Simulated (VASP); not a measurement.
# HC19O in VASP: single point with PBE+D3(BJ)

Aim: the single point of HC19O with PBE+D3(BJ).

Program: VASP 6.6.1. These are calculated values, not measurements. Logs are shortened: lines on timing, memory, paths and dates and some standing lists are left out, and cuts for length are marked.

## (1) The cell of the first run

The cell holds a slab with vacuum, 21 atoms: a = 7.398 Å, b = 7.398 Å, c = 13.000 Å, α = 90.00°, β = 90.00°, γ = 120.00°.

## (2) Single point, PBE+D3(BJ), collinear spin, zero start

INCAR

```
PREC = Accurate ; ENCUT = 520
EDIFF = 1E-6 ; ISMEAR = 0
SIGMA = 0.02 ; LREAL = Auto
LASPH = T ; NELM = 150
ALGO = Normal ; ISIF = 2
LWAVE = F ; LCHARG = F
ISPIN = 2 ; MAGMOM = 0 0 0 0 0 0 0 0 0 0 0 0 0 0 0 0 0 0 0 0 0
LORBIT = 11 ; GGA = PE
IVDW = 12 ; NBANDS = 62
```

KPOINTS

```
regular mesh
0
Gamma
  2 2 1
```

POSCAR

```
HC19O
1.0
    7.3980000000      0.0000000000      0.0000000000
   -3.6990000000      6.4068560000      0.0000000000
    0.0000000000      0.0000000000     13.0000000000
C H O
19 1 1
Direct
    0.0018883796      0.0056918713      0.0698255385
    0.2236458016      0.1170831684      0.0703634615
    0.0026133020      0.3389743737      0.0724419231
    0.2226856539      0.4472477608      0.0741890769
    0.0011088698      0.6726094671      0.0722605385
    0.2216937337      0.7854312630      0.0739890769
    0.3343225604      0.0063074619      0.0724104615
    0.5574722892      0.1168477955      0.0737947692
    0.3344913148      0.3389885772      0.0723943846
    0.5573634905      0.4503747236      0.0733459231
    0.3354160443      0.6727274657      0.0886876154
    0.5617734363      0.7853841260      0.0740993077
    0.6700392105      0.0062262988      0.0725207692
    0.8915266477      0.1170549174      0.0704384615
    0.6686057962      0.3391185942      0.0735800769
    0.8911183966      0.4503844007      0.0733803846
    0.6695415394      0.6726253876      0.0723163077
    0.8910482311      0.7840380680      0.0703370769
    0.3548451541      0.7166202893      0.2221741538
    0.4437032721      0.8877596125      0.2345373846
    0.2825643635      0.5803428390      0.2836829231
```

Potentials or basis: VASP PAW PBE potentials, release 64 (C, H, O).

Started as:

```bash
cat potpaw_PBE.64/C/POTCAR potpaw_PBE.64/H/POTCAR potpaw_PBE.64/O/POTCAR > POTCAR
mpirun -np 1 vasp_std > vasp.out
```

OUTCAR:

```text
PREC = Accurate
   ENCUT = 520
   EDIFF = 1E-6
   ISMEAR = 0
   LREAL = Auto
   LASPH = T
   NELM = 150
   ISIF = 2
   ISPIN = 2
   LORBIT = 11
   GGA = PE
   IVDW = 12
 IVDW          = 12

 ion  position               nearest neighbor table
   1  0.002  0.006  0.070-  18 1.42  14 1.42   2 1.42
   2  0.224  0.117  0.070-   7 1.42   1 1.42   9 1.42
   3  0.003  0.339  0.072-   4 1.41  14 1.42  16 1.43
   4  0.223  0.447  0.074-   9 1.41   3 1.41  11 1.46
   5  0.001  0.673  0.072-   6 1.41  18 1.42  16 1.42
   6  0.222  0.785  0.074-   5 1.41   7 1.42  11 1.46
   7  0.334  0.006  0.072-   6 1.42   2 1.42   8 1.43
   8  0.557  0.117  0.074-  15 1.42   7 1.43  13 1.43
   9  0.334  0.339  0.072-   4 1.41   2 1.42  10 1.43
  10  0.557  0.450  0.073-  17 1.42  15 1.43   9 1.43
  11  0.335  0.673  0.089-   4 1.46  12 1.46   6 1.46  19 1.76
  12  0.562  0.785  0.074-  17 1.41  13 1.42  11 1.46
  13  0.670  0.006  0.073-  12 1.42  14 1.42   8 1.43
  14  0.892  0.117  0.070-  13 1.42   1 1.42   3 1.42
  15  0.669  0.339  0.074-   8 1.42  10 1.43  16 1.43
  16  0.891  0.450  0.073-   5 1.42  15 1.43   3 1.43
  17  0.670  0.673  0.072-  12 1.41  18 1.42  10 1.42
  18  0.891  0.784  0.070-   5 1.42  17 1.42   1 1.42
  19  0.355  0.717  0.222-  20 1.11  21 1.18  11 1.76
  20  0.444  0.888  0.235-  19 1.11
  21  0.283  0.580  0.284-  19 1.18

  LATTYP: Found a hexagonal cell.
 ALAT       =     7.3980000000
 C/A-ratio  =     1.7572316842

  Lattice vectors:

 A1 = (   7.3980000000,   0.0000000000,   0.0000000000)
 A2 = (  -3.6990000000,   6.4068560000,   0.0000000000)
 A3 = (   0.0000000000,   0.0000000000,  13.0000000000)

Analysis of symmetry for initial positions (statically):
=====================================================================
 Subroutine PRICEL returns:
 Original cell was already a primitive cell.

 Routine SETGRP: Setting up the symmetry group for a
 hexagonal supercell.

 Subroutine GETGRP returns: Found  1 space group operations
 (whereof  1 operations were pure point group operations)
 out of a pool of 24 trial point group operations.

The static configuration has the point symmetry C_1 .

Analysis of symmetry for dynamics (positions and initial velocities):
=====================================================================
 Subroutine PRICEL returns:
 Original cell was already a primitive cell.

 Routine SETGRP: Setting up the symmetry group for a
 hexagonal supercell.

 Subroutine GETGRP returns: Found  1 space group operations
[... 179 lines left out ...]
  ext. energy  EPLUGINS =         0.00000000
  ---------------------------------------------------
  free energy    TOTEN  =      -182.86333437 eV

  energy without entropy =     -182.86333437  energy(sigma->0) =     -182.86333437

 E-fermi :  -1.5362     XC(G=0):  -3.7564

 val. band max:       -1.6820469243   @ k =   0.0000   0.0000   0.0000
 cond. band min:      -1.4433504224   @ k =   0.5000   0.0000   0.0000
 fundamental gap:      0.2386965019
 Fermi energy:        -1.5362199981

 spin component 1

 k-point     1 :       0.0000    0.0000    0.0000
  band No.  band energies     occupation
      1     -25.4199      1.00000
      2     -21.3240      1.00000
      3     -19.0788      1.00000
      4     -18.7666      1.00000
      5     -18.6966      1.00000
      6     -18.6159      1.00000
[... 213 lines left out ...]
     52       3.4265      0.00000
     53       3.9372      0.00000
 Fermi energy:        -1.5362199981

 spin component 2

 k-point     1 :       0.0000    0.0000    0.0000
  band No.  band energies     occupation
      1     -25.4199      1.00000
      2     -21.3240      1.00000
      3     -19.0788      1.00000
      4     -18.7666      1.00000
      5     -18.6966      1.00000
      6     -18.6159      1.00000
[... 213 lines left out ...]
     52       3.4265      0.00000
     53       3.9373      0.00000
 [bands above 53 left out]

------------------------ aborting loop because EDIFF is reached ----------------------------------------

 Edisp (eV)   -1.85203

 E8    (eV) :    -0.5690

  FORCE on cell =-STRESS in cart. coord.  units (eV):
  Direction    XX          YY          ZZ          XY          YZ          ZX
  --------------------------------------------------------------------------------------
  -------------------------------------------------------------------------------------
  Total       4.28576     3.47690     0.16123    -0.00606    -0.37402    -0.00283
  in kB      11.14387     9.04066     0.41923    -0.01577    -0.97253    -0.00737
  external pressure =        6.87 kB  Pullay stress =        0.00 kB

 VOLUME and BASIS-vectors are now :
 -----------------------------------------------------------------------------
  energy-cutoff  :      520.00
  volume of cell :      616.17
      direct lattice vectors                 reciprocal lattice vectors
     7.398000000  0.000000000  0.000000000     0.135171668  0.078041398  0.000000000
    -3.699000000  6.406856000  0.000000000     0.000000000  0.156082796  0.000000000
     0.000000000  0.000000000 13.000000000     0.000000000  0.000000000  0.076923077

 POSITION                                       TOTAL-FORCE (eV/Angst)
 -----------------------------------------------------------------------------------
     -0.00708      0.03647      0.90773         0.003249      0.004021     -0.002263
      1.22144      0.75013      0.91472         0.005128      0.000249     -0.004564
     -1.23453      2.17176      0.94175         0.004284     -0.000913      0.003591
     -0.00694      2.86545      0.96446        -0.002053      0.006372     -0.000656
     -2.47978      4.30931      0.93939         0.002931      0.002811      0.001726
     -1.26522      5.03214      0.96186        -0.002017     -0.000559      0.002082
[... 13 lines left out ...]
     -0.00131      5.68775      3.04899        -0.003648     -0.011138     -0.003084
     -0.05628      3.71817      3.68788        -0.016240     -0.471830      0.433187
 -----------------------------------------------------------------------------------
    total drift:                                0.004541      0.024398      0.001594

  FREE ENERGIE OF THE ION-ELECTRON SYSTEM (eV)
  ---------------------------------------------------
  free  energy   TOTEN  =      -184.7153622977 eV

  energy  without entropy=     -184.7153622977  energy(sigma->0) =     -184.71536230

 total charge

# of ion       s       p       d       tot
------------------------------------------
    1        0.864   1.789   0.000   2.653
    2        0.862   1.799   0.000   2.661
    3        0.862   1.799   0.000   2.661
    4        0.862   1.791   0.000   2.653
    5        0.862   1.805   0.000   2.666
    6        0.866   1.772   0.000   2.638
[... 13 lines left out ...]
   20        0.617   0.046   0.000   0.663
   21        1.604   3.528   0.000   5.132
--------------------------------------------------
tot         18.635  37.436   0.000  56.071

 magnetization (x)

# of ion       s       p       d       tot
------------------------------------------
    1       -0.000  -0.000   0.000  -0.000
    2        0.000  -0.000   0.000   0.000
    3        0.000   0.000   0.000   0.000
    4       -0.000   0.000   0.000   0.000
    5       -0.000  -0.000   0.000  -0.000
    6        0.000   0.000   0.000   0.000
[... 13 lines left out ...]
   20       -0.000   0.000   0.000  -0.000
   21       -0.000  -0.000   0.000  -0.000
--------------------------------------------------
tot         -0.000  -0.000   0.000  -0.000
```

stdout:

```text
POSCAR found type information on POSCAR C H O
 POSCAR found :  3 types and      21 ions
 scaLAPACK will be used
 LDA part: xc-table for (Slater+PW92), standard interpolation
 POSCAR, INCAR and KPOINTS ok, starting setup
 FFT: planning ... GRIDC
 FFT: planning ... GRID_SOFT
 FFT: planning ... GRID
 WAVECAR not read
 entering main loop
```

Wall time 6.9 min (1 thread of Intel Xeon 6975P-C (Granite Rapids), shared host); peak memory 0.93 GiB.

Results:

```
Free energy                                           : -184.7154 eV
Largest force                                         : 0.652 eV/Å
Net moment                                            : 0.00 μB per cell
Valence electrons inside the program's atomic spheres : C 2.65, 2.66, 2.67, 2.64, 2.61, 2.55 (each value once); H 0.66; O 5.13
Dispersion energy per atom                            : -0.088 eV
```

Forces in eV/Å, atoms in the order of the input:
```
C    0.003  0.004 -0.002
C    0.005  0.000 -0.005
C    0.004 -0.001  0.004
C   -0.002  0.006 -0.001
C    0.003  0.003  0.002
C   -0.002 -0.001  0.002
C   -0.004  0.005 -0.004
C    0.000 -0.004  0.003
C    0.001 -0.009  0.000
C    0.004 -0.001  0.003
C   -0.003 -0.002  0.006
C    0.000 -0.004  0.002
C   -0.005  0.003  0.000
C   -0.006  0.007 -0.006
C   -0.005 -0.002  0.004
C   -0.001 -0.003  0.003
C    0.004  0.000 -0.001
C    0.003 -0.002 -0.004
C    0.022  0.482 -0.437
H   -0.004 -0.011 -0.003
O   -0.016 -0.472  0.433
```

Levels at points of the mesh, in eV from the Fermi level:
Spin up:
| k point | band 38 | band 39 | band 40 | band 41 | band 42 | band 43 | band 44 | band 45 |
| --- | --- | --- | --- | --- | --- | --- | --- | --- |
| (0.00, 0.00, 0.00) | -3.22 | -3.22 | -1.54 | -0.47 | -0.19 | -0.15 | 1.65 | 2.08 |
| (0.50, 0.00, 0.00) | -2.97 | -2.79 | -2.73 | -2.55 | 0.09 | 1.09 | 1.87 | 2.30 |
| (0.00, 0.50, 0.00) | -2.97 | -2.79 | -2.77 | -2.55 | 0.20 | 1.13 | 1.71 | 2.35 |
| (0.50, 0.50, 0.00) | -2.97 | -2.79 | -2.73 | -2.55 | 0.10 | 1.08 | 1.88 | 2.30 |
Spin down:
```tsv
k point	band 37	band 38	band 39	band 40	band 41	band 42	band 43	band 44	band 45	band 46
(0.00, 0.00, 0.00)	-3.79	-3.22	-3.22	-1.54	-0.47	-0.19	-0.15	1.65	2.08	3.14
(0.50, 0.00, 0.00)	-3.28	-2.97	-2.79	-2.73	-2.55	0.09	1.09	1.87	2.30	2.40
(0.00, 0.50, 0.00)	-3.32	-2.97	-2.79	-2.77	-2.55	0.20	1.13	1.71	2.35	2.36
(0.50, 0.50, 0.00)	-3.27	-2.97	-2.79	-2.73	-2.55	0.10	1.08	1.88	2.30	2.40
```

Caveat: the k points lie up to 0.49 Å⁻¹ apart; there is no dipole correction, which matters where the two faces differ; no moment was typed at the start, so none could form.
